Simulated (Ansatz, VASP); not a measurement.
## TiO2 in VASP and in Ansatz

```
CELL_PARAMETERS angstrom
-1.89127 1.89127 4.80751
1.89127 -1.89127 4.80751
1.89127 1.89127 -4.80751
ATOMIC_POSITIONS crystal
Ti 0.00000 0.00000 0.00000
Ti 0.75000 0.25000 0.50000
O 0.95715 0.45715 0.50000
O 0.20715 0.20715 0.00000
O 0.54285 0.04285 0.50000
O 0.79285 0.79285 0.00000
```

Alike in both runs: task single point; functional PBE; k mesh 6 × 6 × 6; occupations gaussian, width 0.1 eV; no spin polarisation.

```csv
,VASP,Ansatz
version,VASP 6.6.1,Ansatz 0.2.0
potentials or method,"VASP PAW PBE potentials, release 64 (Ti_sv, O), cutoff 520 eV","scalar-relativistic, plane waves, PAW"
valence electrons in the cell,48,48
```

Ansatz gave:

```
gap on the k mesh at the Fermi level (eV)                     : 2.19
least direct gap on the mesh (eV)                             : 2.47
pressure (GPa)                                                : 3.4
traceless stress, the component that is largest in VASP (GPa) : 0.07
rms of the force components (eV/Å)                            : 0.022
```

Problem. Which values does VASP return?

Solution. gap on the k mesh at the Fermi level (eV): 2.17; least direct gap on the mesh (eV): 2.45; pressure (GPa): 4.1; traceless stress, the component that is largest in VASP (GPa): 0.11; rms of the force components (eV/Å): 0.032.

Atom by atom the forces differ by 0.009 eV/Å (rms over components). The functional is the same, so the differences come from potentials, cutoffs and numerics.
